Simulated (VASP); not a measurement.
The system is NbTe.

```xyz
2
Lattice="3.7030 0.0000 0.0000 -1.8515 3.2069 0.0000 0.0000 0.0000 3.6942" Properties=species:S:1:pos:R:3 pbc="T T T"
Nb    0.0000    0.0000    1.8471
Te    1.8515    1.0690    0.0000
```

Base run:

* Program: VASP 6.6.1
* Functional: PBE
* Dispersion: D4
* Potentials or basis: VASP PAW PBE potentials, release 64 (Nb_sv, Te)
* Cutoff: 520 eV
* k mesh: 8 × 8 × 7
* Occupations: fermi-dirac, width 0.1 eV
* Spin: no spin polarisation

Its results: pressure -4.0 GPa.

**Question.** The run is repeated on the same cell with these changes: dispersion from D4 to none; further incar settings from ALGO = Normal; EDIFF = 1e-07; NBANDS = 16 to ALGO = Normal; EDIFF = 1e-06; NBANDS = 16. What comes out?

**Answer.** Pressure -0.7 GPa.

Caveats: pairwise dispersion overbinds metals, which lowers pressure and volume (some runs).
